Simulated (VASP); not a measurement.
# Mg5O (P-3m1) in VASP: further runs, part 2 of 2

VASP 6.6.1.

## Step 4: Single point, PBE

This run uses another cell than the first one: it holds 6 atoms, not 12.

Contents of INCAR:

```
ALGO     = Normal         # electronic algorithm
EDIFF    = 1E-6           # SCF threshold, eV
ENCUT    = 600            # plane-wave cutoff, eV
GGA      = PE             # functional
GGA_COMPAT= F            
ISIF     = 2              # what is computed and relaxed
ISMEAR   = 0              # smearing method
LASPH    = T              # aspherical terms in the spheres
LCHARG   = F              # write CHGCAR
LREAL    = F              # projectors in reciprocal space
LWAVE    = F              # write WAVECAR
NBANDS   = 17             # bands
NELM     = 120            # most SCF steps
PREC     = Accurate       # precision mode
SIGMA    = 0.1            # smearing width, eV
```

Contents of KPOINTS:

```
k-points
0
Gamma
  6 6 2
```

Contents of POSCAR:

```
Mg5O
1.0
    3.1368102029      0.0000000000      0.0000000000
   -1.5684051014      2.7165573225      0.0000000000
    0.0000000000      0.0000000000     12.8216773274
Mg O
5 1
Direct
    0.3333333333      0.6666666667      0.0956924517
    0.6666666667      0.3333333333      0.9043075483
    0.0000000000      0.0000000000      0.5000000000
    0.3333333333      0.6666666667      0.7027228505
    0.6666666667      0.3333333333      0.2972771495
    0.0000000000      0.0000000000      0.0000000000
```

Potentials or basis: VASP PAW PBE potentials, release 64 (Mg, O).

Started as:

```sh
cat potpaw_PBE.64/Mg/POTCAR potpaw_PBE.64/O/POTCAR > POTCAR
mpirun -np 1 vasp_std > vasp.out
```

OUTCAR:

```text
EDIFF = 1E-6
   ENCUT = 600
   GGA = PE
   ISIF = 2
   ISMEAR = 0
   LASPH = T
   LREAL = F
   NELM = 120
   PREC = Accurate

 ion  position               nearest neighbor table
   1  0.333  0.667  0.096-   6 2.19   6 2.19   6 2.19   2 3.05   2 3.05   2 3.05   5 3.16   5 3.16
                             5 3.16
   2  0.667  0.333  0.904-   6 2.19   6 2.19   6 2.19   1 3.05   1 3.05   1 3.05   4 3.16   4 3.16
                             4 3.16
   3  0.000  0.000  0.500-   4 3.17   5 3.17   4 3.17   5 3.17   5 3.17   4 3.17
   4  0.333  0.667  0.703-   2 3.16   2 3.16   2 3.16   3 3.17   3 3.17   3 3.17
   5  0.667  0.333  0.297-   1 3.16   1 3.16   1 3.16   3 3.17   3 3.17   3 3.17
   6  0.000  0.000  0.000-   1 2.19   2 2.19   1 2.19   2 2.19   2 2.19   1 2.19

  LATTYP: Found a hexagonal cell.
 ALAT       =     3.1368102029
 C/A-ratio  =     4.0874890408

  Lattice vectors:

 A1 = (   3.1368102029,   0.0000000000,   0.0000000000)
 A2 = (  -1.5684051014,   2.7165573225,   0.0000000000)
 A3 = (   0.0000000000,   0.0000000000,  12.8216773274)

Analysis of symmetry for initial positions (statically):
=====================================================================
 Subroutine PRICEL returns:
 Original cell was already a primitive cell.

 Routine SETGRP: Setting up the symmetry group for a
 hexagonal supercell.

 Subroutine GETGRP returns: Found 12 space group operations
 (whereof 12 operations were pure point group operations)
 out of a pool of 24 trial point group operations.

The static configuration has the point symmetry D_3d.

Analysis of symmetry for dynamics (positions and initial velocities):
=====================================================================
 Subroutine PRICEL returns:
 Original cell was already a primitive cell.

[... 125 lines left out ...]
  volume/ion in A,a.u.               =      18.21       122.88
  Fermi-wavevector in a.u.,A,eV,Ry     =   0.862907  1.630658 10.131022  0.744609
  Thomas-Fermi vector in A             =   1.980779
   LORBIT       =      0    0 simple, 1 ext, 2 COOP (PROOUT), +10 PAW based schemes
   GGA     = PE    functional components
   LHFCALC =     F    Hartree Fock is set to
   AEXX    =    0.0000 exact exchange contribution
   IVDW    =     0    specifies the selected vdW correction
   LEPSILON=     F    determine dielectric tensor
   LRPA    =     F    only Hartree local field effects (RPA)
 non-spin polarized calculation
 Gauss-broadening in eV      SIGMA  =   0.10
  energy-cutoff  :      600.00
  volume of cell :      109.26
 maximum number of plane-waves:      3675
 NGX is ok and might be reduce to    28

 number of electron      16.0000001 magnetization

 Free energy of the ion-electron system (eV)
  ---------------------------------------------------
  ext. energy  EPLUGINS =         0.00000000
  ---------------------------------------------------
  free energy    TOTEN  =       -17.03455904 eV

  energy without entropy =      -17.01404084  energy(sigma->0) =      -17.02429994

 E-fermi :   3.7084     XC(G=0):  -8.9917

 val. band max:        3.6963687987   @ k =   0.3333   0.1667   0.5000
 cond. band min:       3.7453621839   @ k =   0.3333   0.1667   0.0000
 fundamental gap:      0.0489933852
 Fermi energy:         3.7084041478

 k-point     1 :       0.0000    0.0000    0.0000
  band No.  band energies     occupation
      1     -16.5639      2.00000
      2      -3.8356      2.00000
      3      -3.3103      2.00000
      4      -1.8679      2.00000
      5      -1.4007      2.00000
      6      -0.7655      2.00000
[... 257 lines left out ...]
      4      -1.8797      2.00000
      5       3.1302      2.00000
      6       3.1302      2.00000
[... 9 lines left out ...]
     16       6.9556      0.00000
     17       9.0406      0.00000

------------------------ aborting loop because EDIFF is reached ----------------------------------------

  FORCE on cell =-STRESS in cart. coord.  units (eV):
  Direction    XX          YY          ZZ          XY          YZ          ZX
  --------------------------------------------------------------------------------------
  -------------------------------------------------------------------------------------
  Total        0.1384061      0.1384061      0.2087042      0.0000000     -0.0000000      0.0000000
  in kB        2.0296159      2.0296159      3.0604817      0.0000000     -0.0000000      0.0000000
  external PRESSURE =       2.3732378 kB  Pullay stress =       0.0000000 kB

 VOLUME and BASIS-vectors are now :
 -----------------------------------------------------------------------------
  energy-cutoff  :      600.00
  volume of cell :      109.26
      direct lattice vectors                 reciprocal lattice vectors
     3.136810203  0.000000000  0.000000000     0.318795189  0.184056488  0.000000000
    -1.568405101  2.716557322  0.000000000     0.000000000  0.368112976  0.000000000
     0.000000000  0.000000000 12.821677327     0.000000000  0.000000000  0.077992916

 POSITION                                       TOTAL-FORCE (eV/Angst)
 -----------------------------------------------------------------------------------
     -0.00000      1.81104      1.22694        -0.000000      0.000000      0.051856
      1.56841      0.90552     11.59474         0.000000     -0.000000     -0.051856
      0.00000      0.00000      6.41084         0.000000      0.000000      0.000000
     -0.00000      1.81104      9.01009         0.000000      0.000000     -0.006200
      1.56841      0.90552      3.81159        -0.000000      0.000000      0.006200
      0.00000      0.00000      0.00000         0.000000      0.000000      0.000000
 -----------------------------------------------------------------------------------
    total drift:                               -0.000000      0.000000     -0.000000

  FREE ENERGIE OF THE ION-ELECTRON SYSTEM (eV)
  ---------------------------------------------------
  free  energy   TOTEN  =       -17.0345590398 eV

  energy  without entropy=      -17.0140408378  energy(sigma->0) =      -17.02429994
```

Wall time 46 s (1 thread of Intel Xeon Platinum 8259CL at 2.50GHz (Skylake/Cascade Lake), shared host); peak memory 0.27 GiB.

What came out:

| Property | Result |
| --- | --- |
| Free energy | -17.0346 eV |
| Pressure | 0.2 GPa |
| Largest force | 0.052 eV/Å |
| Band gap on the k mesh | zero (band 8 reaches 3.86 eV, above the bottom of band 9 at 2.35 eV) |

Forces in eV/Å, atoms in the order of the input:
```
Mg   0.000  0.000  0.052
Mg   0.000  0.000 -0.052
Mg   0.000  0.000  0.000
Mg   0.000  0.000 -0.006
Mg   0.000  0.000  0.006
O    0.000  0.000  0.000
```

Levels at points of the mesh, in eV from the Fermi level:
| k point | band 5 | band 6 | band 7 | band 8 | band 9 | band 10 | band 11 | band 12 |
| --- | --- | --- | --- | --- | --- | --- | --- | --- |
| (0.00, 0.00, 0.00) | -5.11 | -4.47 | -4.47 | -2.39 | -1.36 | 2.16 | 2.53 | 6.41 |
| (0.50, 0.00, 0.00) | -2.08 | -2.06 | -1.46 | -1.26 | -0.22 | -0.17 | 1.23 | 1.87 |
| (0.00, 0.00, 0.50) | -4.47 | -4.47 | -4.08 | -3.53 | 0.07 | 0.41 | 4.02 | 5.20 |
| (0.50, 0.00, 0.50) | -2.14 | -1.97 | -1.51 | -1.16 | -0.70 | 0.40 | 1.19 | 1.66 |

Caveat: the k points lie up to 0.39 Å⁻¹ apart.

## Step 5: Summary

| task | cell | k mesh | cutoff (eV) | gap on the mesh (eV) | pressure (GPa) | largest force (eV/Å) |
| --- | --- | --- | --- | --- | --- | --- |
| single point | a = 3.127, b = 3.127, c = 25.868 Å, angles 90.0, 90.0, 120.0°, 12 atoms | 12 × 12 × 2 | 520 | none | -0.2 | 0.02 |
| relaxation of cell and atoms | relaxed from a = 3.137, b = 3.137, c = 12.822 Å, angles 90.0, 90.0, 120.0°, 6 atoms | 12 × 12 × 4 | 600 | none | 0.0 | 0.01 |
| single point | a = 3.137, b = 3.137, c = 12.822 Å, angles 90.0, 90.0, 120.0°, 6 atoms | 6 × 6 × 2 | 600 | none | 0.2 | 0.05 |

Alike in all rows: level PBE; potentials or basis VASP PAW PBE potentials, release 64 (Mg, O); no spin polarisation; smearing gaussian 0.1 eV.

Caveats: some runs use coarse meshes.

Absolute energies hang on the potentials; compare differences alone.
